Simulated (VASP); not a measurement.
# Au (P6_3/mmc) in VASP: notebook

Runs on Au. Level: PBE. Tasks: single point.

Program: VASP 6.6.1. These are calculated values, not measurements. Logs are shortened: lines on timing, memory, paths and dates and some standing lists are left out, and cuts for length are marked.

### 1 The cell of the first run

Symmetry: P6_3/mmc, No. 194, hexagonal system. The conventional cell has a = 2.942 Å, b = 2.942 Å, c = 9.602 Å, α = 90.00°, β = 90.00°, γ = 120.00°. Au (site symmetry -3m) has 12 Au at 2.94 Å within 3.9 Å. Au (site symmetry -6m2) has 12 Au at 2.94 Å within 3.9 Å.

### 2 Single point, PBE

The input, INCAR:

```
SYSTEM = Au
  ALGO = Normal
  EDIFF = 1E-6
  ENCUT = 520
  GGA = PE
  ISIF = 2
  ISMEAR = -1
  LASPH = .True.
  LCHARG = .False.
  LREAL = .False.
  LWAVE = .False.
  NBANDS = 30
  NELM = 60
  PREC = Accurate
  SIGMA = 0.1
```

The input, KPOINTS:

```
k-points
0
Gamma
  12 12 4
  0 0 0
```

The input, POSCAR:

```
Au
1.0
    2.9424042938      0.0000000000      0.0000000000
   -1.4712021469      2.5481968667      0.0000000000
    0.0000000000      0.0000000000      9.6021708703
Au
4
Direct
    0.0000000000      0.0000000000      0.0000000000
    0.0000000000      0.0000000000      0.5000000000
    0.3333333333      0.6666666667      0.2500000000
    0.6666666667      0.3333333333      0.7500000000
```

Potentials or basis: VASP PAW PBE potentials, release 64 (Au).

Launch:

```sh
cat potpaw_PBE.64/Au/POTCAR > POTCAR
mpirun -np 1 vasp_std > vasp.out
```

OUTCAR:

```text
SYSTEM = Au
   EDIFF = 1E-6
   ENCUT = 520
   GGA = PE
   ISIF = 2
   ISMEAR = -1
   LASPH = .True.
   LREAL = .False.
   NELM = 60
   PREC = Accurate

 ion  position               nearest neighbor table
   1  0.000  0.000  0.000-   3 2.94   4 2.94   4 2.94   3 2.94   4 2.94   3 2.94
   2  0.000  0.000  0.500-   3 2.94   4 2.94   4 2.94   3 2.94   4 2.94   3 2.94
   3  0.333  0.667  0.250-   1 2.94   2 2.94   1 2.94   2 2.94   1 2.94   2 2.94
   4  0.667  0.333  0.750-   1 2.94   2 2.94   1 2.94   2 2.94   1 2.94   2 2.94

  LATTYP: Found a hexagonal cell.
 ALAT       =     2.9424042938
 C/A-ratio  =     3.2633757674

  Lattice vectors:

 A1 = (   2.9424042938,   0.0000000000,   0.0000000000)
 A2 = (  -1.4712021469,   2.5481968667,   0.0000000000)
 A3 = (   0.0000000000,   0.0000000000,   9.6021708703)

Analysis of symmetry for initial positions (statically):
=====================================================================
 Subroutine PRICEL returns:
 Original cell was already a primitive cell.

 Routine SETGRP: Setting up the symmetry group for a
 hexagonal supercell.

 Subroutine GETGRP returns: Found 24 space group operations
 (whereof 12 operations were pure point group operations)
 out of a pool of 24 trial point group operations.

The static configuration has the point symmetry D_3d.
 The point group associated with its full space group is D_6h.

Analysis of symmetry for dynamics (positions and initial velocities):
=====================================================================
 Subroutine PRICEL returns:
 Original cell was already a primitive cell.

 Routine SETGRP: Setting up the symmetry group for a
 hexagonal supercell.

 Subroutine GETGRP returns: Found 24 space group operations
 (whereof 12 operations were pure point group operations)
 out of a pool of 24 trial point group operations.

The dynamic configuration has the point symmetry D_3d.
 The point group associated with its full space group is D_6h.

 Subroutine INISYM returns: Found 24 space group operations
 (whereof 12 operations are pure point group operations),
 and found     1 'primitive' translations

----------------------------------------------------------------------------------------

                                     Primitive cell

  volume of cell :      71.9954

  direct lattice vectors                    reciprocal lattice vectors
     2.942404294  0.000000000  0.000000000     0.339858123  0.196217179  0.000000000
    -1.471202147  2.548196867  0.000000000     0.000000000  0.392434357  0.000000000
     0.000000000  0.000000000  9.602170870     0.000000000  0.000000000  0.104143117

  length of vectors
     2.942404294  2.942404294  9.602170870     0.392434357  0.392434357  0.104143117

  position of ions in fractional coordinates (direct lattice)
     0.000000000  0.000000000  0.000000000
     0.000000000  0.000000000  0.500000000
     0.333333333  0.666666667  0.250000000
     0.666666667  0.333333333  0.750000000

  ion indices of the primitive-cell ions
   primitive index   ion index
                 1           1
                 2           2
                 3           3
                 4           4

----------------------------------------------------------------------------------------

 KPOINTS: k-points

Automatic generation of k-mesh.
 Grid dimensions read from file:
 generate k-points for:   12   12    4

 Generating k-lattice:

  Cartesian coordinates                     Fractional coordinates (reciprocal lattice)
     0.028321510  0.016351432  0.000000000     0.083333333 -0.000000000  0.000000000
     0.000000000  0.032702863  0.000000000     0.000000000  0.083333333  0.000000000
     0.000000000  0.000000000  0.026035779     0.000000000  0.000000000  0.250000000

  Length of vectors
     0.032702863  0.032702863  0.026035779

  Shift w.r.t. Gamma in fractional coordinates (k-lattice)
     0.000000000  0.000000000  0.000000000

 Subroutine IBZKPT returns following result:
 ===========================================

 Found     57 irreducible k-points:

 Following reciprocal coordinates:
            Coordinates               Weight
  0.000000  0.000000  0.000000      1.000000
  0.083333  0.000000  0.000000      6.000000
  0.166667  0.000000  0.000000      6.000000
  0.250000  0.000000  0.000000      6.000000
  0.333333  0.000000  0.000000      6.000000
  0.416667  0.000000  0.000000      6.000000
[... 16 lines left out ...]
  0.250000  0.000000  0.250000     12.000000
  0.333333  0.000000  0.250000     12.000000
 [... further k-points ...]
   k-points           NKPTS =     57   k-points in BZ     NKDIM =     57   number of bands    NBANDS=     30
   number of dos      NEDOS =    301   number of ions     NIONS =      4
   total plane-waves  NPLWV =  41472
   dimension x,y,z NGX =    24 NGY =   24 NGZ =   72
   dimension x,y,z NGXF=    48 NGYF=   48 NGZF=  144
   ions per type =               4
   NGX,Y,Z   is equivalent  to a cutoff of  13.56, 13.56, 12.47 a.u.
   NGXF,Y,Z  is equivalent  to a cutoff of  27.12, 27.12, 24.93 a.u.
 SYSTEM =  Au
   PREC   = accura    normal or accurate (medium, high low for compatibility)
   ISTART =      0    job   : 0-new  1-cont  2-samecut
   ICHARG =      2    charge: 1-file 2-atom 10-const
   ISPIN  =      1    spin polarized calculation?
   LNONCOLLINEAR =      F non collinear calculations
   LSORBIT =      F    spin-orbit coupling
   LASPH  =      T    aspherical Exc in radial PAW
   ENCUT  =  520.0 eV  38.22 Ry    6.18 a.u.   5.47  5.47 17.85*2*pi/ulx,y,z
   NELM   =     60;   NELMIN=  2; NELMDL= -5     # of ELM steps
   EDIFF  = 0.1E-05   stopping-criterion for ELM
   LREAL  =      F    real-space projection
   EDIFFG = 0.1E-04   stopping-criterion for IOM
   NSW    =      0    number of steps for IOM
   IBRION =     -1    ionic relax: 0-MD 1-quasi-New 2-CG
   NFREE  =      0    steps in history (QN), initial steepest desc. (CG)
   ISIF   =      2    stress and relaxation
   ISYM   =      2    0-nonsym 1-usesym 2-fastsym
   POTIM  = 0.5000    time-step for ionic-motion
   TEBEG  =    0.0;   TEEND  =   0.0 temperature during run
   PSTRESS=    0.0 pullay stress
   NELECT =      44.0000    total number of electrons
   NUPDOWN=      -1.0000    fix difference up-down
   EMIN   =  10.00;   EMAX   =-10.00  energy-range for DOS
   EFERMI =   0.00;   METHOD = LEGACY
   ISMEAR =    -1;   SIGMA  =   0.10  broadening in eV -4-tet -1-fermi 0-gaus
   EFERMI_NEDOS =   21; number of points for ismear=-14 and -15
   IALGO  =     38    algorithm
   IMIX   =      4    mixing-type and parameters
     AMIX     =   0.40;   BMIX     =  1.00
     AMIX_MAG =   1.60;   BMIX_MAG =  1.00
  volume/ion in A,a.u.               =      18.00       121.46
  Fermi-wavevector in a.u.,A,eV,Ry     =   1.389283  2.625365 26.260714  1.930108
  Thomas-Fermi vector in A             =   2.513329
   LORBIT       =      0    0 simple, 1 ext, 2 COOP (PROOUT), +10 PAW based schemes
   GGA     = PE    functional components
   LHFCALC =     F    Hartree Fock is set to
   AEXX    =    0.0000 exact exchange contribution
   IVDW    =     0    specifies the selected vdW correction
   LEPSILON=     F    determine dielectric tensor
   LRPA    =     F    only Hartree local field effects (RPA)
 non-spin polarized calculation
  energy-cutoff  :      520.00
  volume of cell :       72.00
 maximum number of plane-waves:      2004
 NGX is ok and might be reduce to    24
   NGX = 11   NGY = 11   NGZ = 35

 number of electron      44.0000003 magnetization

 Free energy of the ion-electron system (eV)
  ---------------------------------------------------
  ext. energy  EPLUGINS =         0.00000000
  ---------------------------------------------------
  free energy    TOTEN  =       -12.87727898 eV

  energy without entropy =      -12.83589195  energy(sigma->0) =      -12.85658546

 E-fermi :   8.5490     XC(G=0): -12.3910

 val. band max:        8.5256646098   @ k =   0.4167   0.0833   0.5000
 cond. band min:       8.6864791764   @ k =   0.2500   0.0000   0.5000
 fundamental gap:      0.1608145666
 Fermi energy:         8.5489844892

 k-point     1 :       0.0000    0.0000    0.0000
  band No.  band energies     occupation
      1      -0.7020      2.00000
      2       1.0215      2.00000
      3       1.0304      2.00000
      4       1.7615      2.00000
      5       4.0812      2.00000
      6       4.0931      2.00000
[... 22 lines left out ...]
     29      22.9401      0.00000
     30      23.9606      0.00000

 k-point     2 :       0.0833    0.0000    0.0000
  band No.  band energies     occupation
      1      -0.4979      2.00000
      2       1.2123      2.00000
      3       1.2209      2.00000
      4       1.9236      2.00000
      5       3.8459      2.00000
      6       3.9683      2.00000
[... 22 lines left out ...]
     29      23.0922      0.00000
     30      23.7098      0.00000

 k-point     3 :       0.1667    0.0000    0.0000
  band No.  band energies     occupation
      1       0.0844      2.00000
      2       1.7086      2.00000
      3       1.7159      2.00000
      4       2.3343      2.00000
      5       3.5038      2.00000
      6       3.6996      2.00000
[... 22 lines left out ...]
     29      22.2736      0.00000
     30      22.3213      0.00000

 k-point     4 :       0.2500    0.0000    0.0000
  band No.  band energies     occupation
      1       0.9225      2.00000
      2       2.1602      2.00000
      3       2.1733      2.00000
      4       2.6609      2.00000
      5       3.3061      2.00000
      6       3.4108      2.00000
[... 22 lines left out ...]
     29      20.8284      0.00000
     30      21.0716      0.00000

 k-point     5 :       0.3333    0.0000    0.0000
  band No.  band energies     occupation
      1       1.6488      2.00000
      2       2.1739      2.00000
      3       2.3109      2.00000
      4       2.6002      2.00000
      5       3.1292      2.00000
      6       3.1777      2.00000
[... 22 lines left out ...]
     29      19.9346      0.00000
     30      20.5334      0.00000
[... 526 lines left out ...]
     29      23.1733      0.00000
     30      23.5584      0.00000

 k-point    22 :       0.1667    0.0000    0.2500
  band No.  band energies     occupation
      1       0.2041      2.00000
      2       1.0893      2.00000
      3       2.1907      2.00000
      4       2.3488      2.00000
      5       3.6259      2.00000
      6       3.6897      2.00000
[... 22 lines left out ...]
     29      22.2982      0.00000
     30      23.0096      0.00000

 k-point    23 :       0.2500    0.0000    0.2500
  band No.  band energies     occupation
      1       1.0157      2.00000
      2       1.6938      2.00000
      3       2.5351      2.00000
      4       2.7149      2.00000
      5       3.2259      2.00000
      6       3.5290      2.00000
[... 22 lines left out ...]
     29      20.3034      0.00000
     30      21.6782      0.00000

 k-point    24 :       0.3333    0.0000    0.2500
  band No.  band energies     occupation
      1       1.6988      2.00000
      2       2.0399      2.00000
      3       2.4136      2.00000
      4       2.6341      2.00000
      5       2.9426      2.00000
      6       3.1864      2.00000
[... 22 lines left out ...]
     29      19.1355      0.00000
     30      19.9361      0.00000

 [... further k-points ...]
[... 5 lines left out ...]
  --------------------------------------------------------------------------------------
  -------------------------------------------------------------------------------------
  Total       -0.1100549     -0.1100549     -0.0993101      0.0000000     -0.0000000      0.0000000
  in kB       -2.4491482     -2.4491482     -2.2100357      0.0000000     -0.0000000      0.0000000
  external PRESSURE =      -2.3694441 kB  Pullay stress =       0.0000000 kB

 VOLUME and BASIS-vectors are now :
 -----------------------------------------------------------------------------
  energy-cutoff  :      520.00
  volume of cell :       72.00
      direct lattice vectors                 reciprocal lattice vectors
     2.942404294  0.000000000  0.000000000     0.339858123  0.196217179  0.000000000
    -1.471202147  2.548196867  0.000000000     0.000000000  0.392434357  0.000000000
     0.000000000  0.000000000  9.602170870     0.000000000  0.000000000  0.104143117

 POSITION                                       TOTAL-FORCE (eV/Angst)
 -----------------------------------------------------------------------------------
      0.00000      0.00000      0.00000        -0.000000      0.000000     -0.000000
      0.00000      0.00000      4.80109        -0.000000      0.000000     -0.000000
     -0.00000      1.69880      2.40054         0.000000      0.000000      0.000000
      1.47120      0.84940      7.20163        -0.000000     -0.000000      0.000000
 -----------------------------------------------------------------------------------
    total drift:                               -0.000000      0.000000      0.000000

  FREE ENERGIE OF THE ION-ELECTRON SYSTEM (eV)
  ---------------------------------------------------
  free  energy   TOTEN  =       -12.8772789811 eV

  energy  without entropy=      -12.8358919465  energy(sigma->0) =      -12.85658546
```

Run time: 1.8 min. Hardware: 1 thread of Intel Xeon Platinum 8259CL at 2.50GHz (Skylake/Cascade Lake), shared host; peak memory 0.24 GiB.

What came out:

```
Free energy            : -12.8773 eV
Pressure               : -0.2 GPa
Band gap on the k mesh : zero (band 22 reaches 11.19 eV, above the bottom of band 23 at 6.33 eV)
```

Levels at points of the mesh, in eV from the Fermi level:
```csv
k point,band 20,band 21,band 22,band 23,band 24,band 25
"(0.00, 0.00, 0.00)",-2.53,-2.53,-1.98,-1.98,-0.66,2.82
"(0.50, 0.00, 0.00)",-1.68,-0.34,0.46,1.01,1.30,3.35
"(0.00, 0.00, 0.50)",-2.87,-2.21,-2.21,-2.21,-2.21,6.03
"(0.50, 0.00, 0.50)",-1.73,0.32,0.32,1.20,1.20,4.03
```

Caveat: spin-orbit coupling is left out, which moves the levels of the heavy elements.

[end of part 1 of 2]
